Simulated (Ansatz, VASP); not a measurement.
# ZnS: VASP beside Ansatz

```
Zn S
1.0
     0.00000    2.69451    2.69451
     2.69451    0.00000    2.69451
     2.69451    2.69451    0.00000
Zn S
1 1
Direct
  0.99659 0.00341 0.99659
  0.75696 0.74304 0.75696
```

Change from the starting cell: mode 4 (273.2 1/cm) frozen in, largest displacement +0.037 Å.

Alike in both runs: task single point; functional r2SCAN; k mesh 8 × 8 × 8; occupations gaussian, width 0.05 eV; no spin polarisation.

|  | VASP | Ansatz |
| --- | --- | --- |
| version | VASP 6.6.1 | Ansatz 0.2.0 |
| potentials or method | VASP PAW PBE potentials, release 64 (Zn, S), cutoff 520 eV | scalar-relativistic, plane waves, PAW |
| valence electrons in the cell | 18 | 18 |

```tsv
	VASP	Ansatz	Ansatz less VASP
gap on the k mesh at the Fermi level (eV)	2.67	2.66	-0.010
least direct gap on the mesh (eV)	2.67	2.66	-0.010
pressure (GPa)	0.1	0.1	-0.01
traceless stress, the component that is largest in VASP (GPa)	1.29	1.31	+0.016
rms of the force components (eV/Å)	0.188	0.190	+0.0025
```

VASP's potentials were made for PBE, not for r2SCAN. Atom by atom the forces differ by 0.002 eV/Å (rms over components).
